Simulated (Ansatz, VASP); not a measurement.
# Al: VASP beside Ansatz

```
CELL_PARAMETERS angstrom
2.70185 0.00000 0.00000
-1.35092 2.33987 0.00000
0.00000 0.00000 9.24105
ATOMIC_POSITIONS crystal
Al 0.00000 0.00000 0.00000
Al 0.33333 0.66667 0.25000
Al 0.00000 0.00000 0.50000
Al 0.66667 0.33333 0.75000
```

Change from the starting cell: mode 4 frozen in at +0.000 Å, equal normal strain along x and y -0.0400.

Alike in both runs: task single point; functional PBE; dispersion D3(BJ); k mesh 18 × 18 × 4; occupations gaussian, width 0.15 eV; no spin polarisation.

```csv
,VASP,Ansatz
version,VASP 6.6.1,Ansatz 0.2.0
potentials or method,"VASP PAW PBE potentials, release 64 (Al), cutoff 520 eV","scalar-relativistic, plane waves, PAW"
valence electrons in the cell,12,12
```

```csv
,VASP,Ansatz,Ansatz less VASP
gap on the k mesh at the Fermi level (eV),none,none,-
pressure (GPa),8.7,8.7,-0.01
"traceless stress, the component that is largest in VASP (GPa)",-3.52,-3.52,-0.004
```

A gap of «none» marks a metal or a gap that the smearing closes.
